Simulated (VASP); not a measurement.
# HgTe (an interface model) in VASP: single point with PBE

Aim: the single point of HgTe (an interface model) with PBE.

Everything below comes from runs of VASP 6.6.1. Logs are shortened: lines on timing, memory, paths and dates and some standing lists are left out, and cuts for length are marked.

## Step 1: The cell of the first run

The cell holds layers of an interface, 12 atoms: a = 4.704 Å, b = 4.704 Å, c = 23.046 Å, α = 90.00°, β = 90.00°, γ = 120.00°.

## Step 2: Single point, PBE

File INCAR:

```
ALGO = Fast ; EDIFF = 1E-6
ENCUT = 520 ; GGA = PE
ISIF = 2 ; ISMEAR = 0
LASPH = T ; LCHARG = F
LREAL = F ; LWAVE = F
NBANDS = 66 ; NELM = 100
PREC = Accurate ; SIGMA = 0.1
```

File KPOINTS:

```
k-points
0
Gamma
  12 12 2
```

File POSCAR:

```
HgTe
1.0
    4.7042510191      0.0000000000      0.0000000000
   -2.3521255095      4.0740008883      0.0000000000
    0.0000000000      0.0000000000     23.0460292375
Hg Te
6 6
Direct
    0.0000000000      0.0000000000      0.0000000000
    0.3333333333      0.6666666667      0.1666666667
    0.6666666667      0.3333333333      0.3333333333
    0.6666666667      0.3333333333      0.7083333333
    0.3333333333      0.6666666667      0.5416666667
    0.0000000000      0.0000000000      0.8750000000
    0.6666666667      0.3333333333      0.2083333333
    0.3333333333      0.6666666667      0.0416666667
    0.0000000000      0.0000000000      0.3750000000
    0.0000000000      0.0000000000      0.5000000000
    0.3333333333      0.6666666667      0.6666666667
    0.6666666667      0.3333333333      0.8333333333
```

Potentials or basis: VASP PAW PBE potentials, release 64 (Hg, Te).

On the command line:

```bash
> cat potpaw_PBE.64/Hg/POTCAR potpaw_PBE.64/Te/POTCAR > POTCAR
> mpirun -np 1 vasp_std > vasp.out
```

OUTCAR:

```text
EDIFF = 1E-6
   ENCUT = 520
   GGA = PE
   ISIF = 2
   ISMEAR = 0
   LASPH = T
   LREAL = F
   NELM = 100
   PREC = Accurate

 ion  position               nearest neighbor table
   1  0.000  0.000  0.000-   8 2.88   6 2.88   8 2.88   8 2.88
   2  0.333  0.667  0.167-   7 2.88   7 2.88   7 2.88   8 2.88
   3  0.667  0.333  0.333-   9 2.88   7 2.88   9 2.88   9 2.88
   4  0.667  0.333  0.708-  11 2.88  11 2.88  11 2.88  12 2.88
   5  0.333  0.667  0.542-  10 2.88  11 2.88  10 2.88  10 2.88
   6  0.000  0.000  0.875-  12 2.88   1 2.88  12 2.88  12 2.88
   7  0.667  0.333  0.208-   2 2.88   2 2.88   2 2.88   3 2.88
   8  0.333  0.667  0.042-   1 2.88   2 2.88   1 2.88   1 2.88
   9  0.000  0.000  0.375-   3 2.88  10 2.88   3 2.88   3 2.88
  10  0.000  0.000  0.500-   5 2.88   9 2.88   5 2.88   5 2.88
  11  0.333  0.667  0.667-   4 2.88   4 2.88   4 2.88   5 2.88
  12  0.667  0.333  0.833-   6 2.88   4 2.88   6 2.88   6 2.88

  LATTYP: Found a hexagonal cell.
 ALAT       =     4.7042510191
 C/A-ratio  =     4.8989794856

  Lattice vectors:

 A1 = (   4.7042510191,   0.0000000000,   0.0000000000)
 A2 = (  -2.3521255095,   4.0740008883,   0.0000000000)
 A3 = (   0.0000000000,   0.0000000000,  23.0460292375)

Analysis of symmetry for initial positions (statically):
=====================================================================
 Subroutine PRICEL returns:
 Original cell was already a primitive cell.

 Routine SETGRP: Setting up the symmetry group for a
 hexagonal supercell.

 Subroutine GETGRP returns: Found 12 space group operations
 (whereof  6 operations were pure point group operations)
 out of a pool of 24 trial point group operations.

The static configuration has the point symmetry C_3v.
 The point group associated with its full space group is D_3d.

Analysis of symmetry for dynamics (positions and initial velocities):
=====================================================================
 Subroutine PRICEL returns:
 Original cell was already a primitive cell.

 Routine SETGRP: Setting up the symmetry group for a
 hexagonal supercell.

 Subroutine GETGRP returns: Found 12 space group operations
 (whereof  6 operations were pure point group operations)
 out of a pool of 24 trial point group operations.

The dynamic configuration has the point symmetry C_3v.
 The point group associated with its full space group is D_3d.

[... 129 lines left out ...]
   NELECT =     108.0000    total number of electrons
   NUPDOWN=      -1.0000    fix difference up-down
   EMIN   =  10.00;   EMAX   =-10.00  energy-range for DOS
   EFERMI =   0.00;   METHOD = LEGACY
   ISMEAR =     0;   SIGMA  =   0.10  broadening in eV -4-tet -1-fermi 0-gaus
   EFERMI_NEDOS =   21; number of points for ismear=-14 and -15
   IALGO  =     68    algorithm
   IMIX   =      4    mixing-type and parameters
     AMIX     =   0.40;   BMIX     =  1.00
     AMIX_MAG =   1.60;   BMIX_MAG =  1.00
  volume/ion in A,a.u.               =      36.81       248.38
  Fermi-wavevector in a.u.,A,eV,Ry     =   1.023718  1.934546 14.258875  1.047998
  Thomas-Fermi vector in A             =   2.157466
   LORBIT       =      0    0 simple, 1 ext, 2 COOP (PROOUT), +10 PAW based schemes
   GGA     = PE    functional components
   LHFCALC =     F    Hartree Fock is set to
   AEXX    =    0.0000 exact exchange contribution
   IVDW    =     0    specifies the selected vdW correction
   LEPSILON=     F    determine dielectric tensor
   LRPA    =     F    only Hartree local field effects (RPA)
 non-spin polarized calculation
 RMM-DIIS sequential band-by-band and
 Gauss-broadening in eV      SIGMA  =   0.10
  energy-cutoff  :      520.00
  volume of cell :      441.68
 maximum number of plane-waves:     11976
 NGX is ok and might be reduce to    36
   NGX = 17   NGY = 17   NGZ = 85

 number of electron     107.9999994 magnetization

 Free energy of the ion-electron system (eV)
  ---------------------------------------------------
  ext. energy  EPLUGINS =         0.00000000
  ---------------------------------------------------
  free energy    TOTEN  =       -20.55091295 eV

  energy without entropy =      -20.51573323  energy(sigma->0) =      -20.53332309

 E-fermi :   2.7086     XC(G=0):  -8.3640

 val. band max:        2.7057211060   @ k =   0.0833   0.0833   0.0000
 cond. band min:       2.7150088007   @ k =   0.2500   0.2500   0.5000
 fundamental gap:      0.0092876947
 Fermi energy:         2.7086090889

 k-point     1 :       0.0000    0.0000    0.0000
  band No.  band energies     occupation
      1     -10.1327      2.00000
      2      -9.0650      2.00000
      3      -9.0000      2.00000
      4      -8.7589      2.00000
      5      -8.6488      2.00000
      6      -8.5777      2.00000
[... 1645 lines left out ...]
     65       7.1274      0.00000
     66       7.2013      0.00000

 [... further k-points ...]

------------------------ aborting loop because EDIFF is reached ----------------------------------------

  FORCE on cell =-STRESS in cart. coord.  units (eV):
  Direction    XX          YY          ZZ          XY          YZ          ZX
  --------------------------------------------------------------------------------------
  -------------------------------------------------------------------------------------
  Total        2.7171189      2.7171189      1.7234386      0.0000000      0.0000000     -0.0000000
  in kB        9.8562454      9.8562454      6.2517078      0.0000000      0.0000000     -0.0000000
  external PRESSURE =       8.6547329 kB  Pullay stress =       0.0000000 kB

 VOLUME and BASIS-vectors are now :
 -----------------------------------------------------------------------------
  energy-cutoff  :      520.00
  volume of cell :      441.68
      direct lattice vectors                 reciprocal lattice vectors
     4.704251019  0.000000000  0.000000000     0.212573690  0.122729477  0.000000000
    -2.352125509  4.074000888  0.000000000     0.000000000  0.245458955  0.000000000
     0.000000000  0.000000000 23.046029238     0.000000000  0.000000000  0.043391423

 POSITION                                       TOTAL-FORCE (eV/Angst)
 -----------------------------------------------------------------------------------
      0.00000      0.00000      0.00000         0.000000     -0.000000     -0.155786
     -0.00000      2.71600      3.84100        -0.000000     -0.000000     -0.163544
      2.35213      1.35800      7.68201        -0.000000      0.000000     -0.307794
      2.35213      1.35800     16.32427         0.000000     -0.000000      0.163544
     -0.00000      2.71600     12.48327        -0.000000     -0.000000      0.307794
      0.00000      0.00000     20.16528        -0.000000      0.000000      0.155786
      2.35213      1.35800      4.80126        -0.000000      0.000000      0.175773
     -0.00000      2.71600      0.96025        -0.000000     -0.000000      0.125479
      0.00000      0.00000      8.64226         0.000000      0.000000     -0.384953
      0.00000      0.00000     11.52301        -0.000000     -0.000000      0.384953
     -0.00000      2.71600     15.36402        -0.000000     -0.000000     -0.175773
      2.35213      1.35800     19.20502         0.000000      0.000000     -0.125479
 -----------------------------------------------------------------------------------
    total drift:                                0.000000      0.000000     -0.000000

  FREE ENERGIE OF THE ION-ELECTRON SYSTEM (eV)
  ---------------------------------------------------
  free  energy   TOTEN  =       -20.5509129526 eV

  energy  without entropy=      -20.5157332289  energy(sigma->0) =      -20.53332309
```

OSZICAR:

```text
N       E                     dE             d eps       ncg     rms          rms(c)
DAV:   1     0.734201159914E+03    0.73420E+03   -0.46400E+04  5016   0.141E+03
DAV:   2     0.286198515813E+02   -0.70558E+03   -0.67874E+03  5508   0.319E+02
DAV:   3    -0.208067651642E+02   -0.49427E+02   -0.48708E+02  5850   0.804E+01
DAV:   4    -0.217649791551E+02   -0.95821E+00   -0.95524E+00  5832   0.993E+00
DAV:   5    -0.217791697550E+02   -0.14191E-01   -0.14187E-01  6232   0.134E+00    0.163E+01
RMM:   6    -0.216958031597E+02    0.83367E-01   -0.33768E+00  5492   0.642E+00    0.159E+01
RMM:   7    -0.209086194036E+02    0.78718E+00   -0.89166E-01  5348   0.220E+00    0.933E+00
RMM:   8    -0.205879138805E+02    0.32071E+00   -0.45061E-01  5352   0.180E+00    0.229E+00
RMM:   9    -0.205545221825E+02    0.33392E-01   -0.73246E-02  5388   0.123E+00    0.639E-01
RMM:  10    -0.205527763989E+02    0.17458E-02   -0.10763E-02  5583   0.303E-01    0.575E-01
RMM:  11    -0.205516373854E+02    0.11390E-02   -0.39373E-03  5540   0.177E-01    0.209E-01
RMM:  12    -0.205511862883E+02    0.45110E-03   -0.76510E-04  5739   0.839E-02    0.186E-01
RMM:  13    -0.205509368018E+02    0.24949E-03   -0.13464E-04  5672   0.370E-02    0.759E-02
RMM:  14    -0.205509127380E+02    0.24064E-04   -0.44070E-05  5663   0.242E-02    0.180E-02
RMM:  15    -0.205509148879E+02   -0.21499E-05   -0.91164E-06  4674   0.108E-02    0.106E-02
RMM:  16    -0.205509132099E+02    0.16780E-05   -0.22217E-06  3831   0.555E-03    0.350E-03
RMM:  17    -0.205509129526E+02    0.25730E-06   -0.71499E-07  3354   0.311E-03
   1 F= -.20550913E+02 E0= -.20533323E+02  d E =-.351797E-01
```

Run time: 40 min. Hardware: 1 thread of Oxide Virtual Turin-like, shared host; peak memory 1 GiB.

What came out:

| Quantity | Value |
| --- | --- |
| Free energy | -20.5509 eV |
| Pressure | 0.9 GPa |
| Largest force | 0.385 eV/Å |
| Band gap on the k mesh | zero (bands 54 and 55 overlap by 0.53 eV) |

Forces on the atoms (eV/Å):
```
Hg   0.000  0.000 -0.156
Hg   0.000  0.000 -0.164
Hg   0.000  0.000 -0.308
Hg   0.000  0.000  0.164
Hg   0.000  0.000  0.308
Hg   0.000  0.000  0.156
Te   0.000  0.000  0.176
Te   0.000  0.000  0.125
Te   0.000  0.000 -0.385
Te   0.000  0.000  0.385
Te   0.000  0.000 -0.176
Te   0.000  0.000 -0.125
```

Stress tensor (GPa, compression positive):
```
0.99 0.00 0.00
0.00 0.99 0.00
0.00 0.00 0.63
```

Levels at points of the mesh, in eV from the Fermi level:
```tsv
k point	band 50	band 51	band 52	band 53	band 54	band 55	band 56	band 57	band 58	band 59
(0.00, 0.00, 0.00)	-0.73	-0.73	-0.54	-0.54	-0.39	-0.39	-0.17	0.20	0.40	0.45
(0.50, 0.00, 0.00)	-1.87	-1.70	-1.48	-1.21	-0.33	-0.23	0.84	0.94	1.32	1.51
(0.00, 0.00, 0.50)	-0.77	-0.77	-0.49	-0.49	-0.42	-0.42	-0.06	0.15	0.38	0.46
(0.50, 0.00, 0.50)	-1.83	-1.81	-1.42	-1.23	-0.62	0.13	0.69	0.96	1.28	1.61
```

Caveat: spin-orbit coupling is left out, which moves the levels of the heavy elements.
